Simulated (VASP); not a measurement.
Set up this calculation in VASP 6.6.1, as the native input.

* Task: single point
* Functional: PBE
* Potentials or basis: VASP PAW PBE potentials, release 64 (Sr_sv, Ti_sv, O)
* Cutoff: 520 eV
* k mesh: 7 × 7 × 7
* Occupations: fermi-dirac, width 0.05 eV
* Spin: no spin polarisation
* Dipole correction: no
* Further INCAR settings: ALGO = Normal; EDIFF = 1e-07; NBANDS = 28

The structure of SrTiO3 lies in POSCAR:

```
SrTiO3
1.0
    3.8787911566      0.0000000000      0.0000000000
    0.0000000000      3.8787911566      0.0000000000
    0.0000000000      0.0000000000      3.8787911566
Sr Ti O
1 1 3
Direct
    0.0000000000      0.0000000000      0.0000000000
    0.5000000000      0.5000000000      0.5000000000
    0.0000000000      0.5000000000      0.5000000000
    0.5000000000      0.0000000000      0.5000000000
    0.5000000000      0.5000000000      0.0000000000
```

This cell differs from its parent crystal: volume scaled by 0.98.

One way to write it, as run:

INCAR

```
SYSTEM = SrTiO3
  ALGO = Normal
  EDIFF = 1E-7
  ENCUT = 520
  GGA = PE
  ISIF = 2
  ISMEAR = -1
  LASPH = .TRUE.
  LCHARG = .FALSE.
  LREAL = .FALSE.
  LWAVE = .FALSE.
  NBANDS = 28
  NELM = 60
  PREC = Accurate
  SIGMA = 0.05
```

KPOINTS

```
k-points
0
G
  7 7 7
  0 0 0
```

Potentials or basis: VASP PAW PBE potentials, release 64 (Sr_sv, Ti_sv, O).

The run is started by

```sh
$ cat potpaw_PBE.64/Sr_sv/POTCAR potpaw_PBE.64/Ti_sv/POTCAR potpaw_PBE.64/O/POTCAR > POTCAR
$ mpirun -np 1 vasp_std > vasp.out
```

It gave:

| Item | Value |
| --- | --- |
| Pressure | 9.0 GPa |
| Band gap on the k mesh | 1.96 eV, indirect (least direct gap 2.24 eV) |

It took 23 s on 1 thread of AMD EPYC 9R45 96-Core Processor (Zen 5) (shared host), peak memory 0.16 GiB.
